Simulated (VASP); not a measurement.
A run of VASP 6.6.1:

INCAR

```
SYSTEM = BaS
PREC = Accurate ; ENCUT = 600
EDIFF = 1E-7 ; ISMEAR = 0
SIGMA = 0.01 ; LREAL = .False.
LASPH = .True. ; NELM = 100
ALGO = Normal ; ISIF = 3
LWAVE = .False. ; LCHARG = .False.
GGA = PS ; IBRION = 2
NSW = 100 ; EDIFFG = -0.002
PSTRESS = 100.0
```

File KPOINTS:

```
Automatic mesh
0
Gamma
  8 8 8
  0 0 0
```

POSCAR

```
BaS
1.0
    0.0000000000      3.1662959514      3.1662959514
    3.1662959514      0.0000000000      3.1662959514
    3.1662959514      3.1662959514      0.0000000000
Ba S
1 1
Direct
    0.0000000000      0.0000000000      0.0000000000
    0.5000000000      0.5000000000      0.5000000000
```

Potentials or basis: VASP PAW PBE potentials, release 64 (Ba_sv, S).

Command:

```console
$ cat potpaw_PBE.64/Ba_sv/POTCAR potpaw_PBE.64/S/POTCAR > POTCAR
$ mpirun -np 1 vasp_std > vasp.out
```

Hardware: 1 thread of AMD EPYC 7R43 64-Core Processor (Zen 3), with other jobs on the host.

Q: Estimate the wall time of this run.

A: It took 120 s on 1 thread of AMD EPYC 7R43 64-Core Processor (Zen 3), with other jobs on the host, peak memory 0.19 GiB. Counts: scf iterations 63, k points 29, ion steps 7.
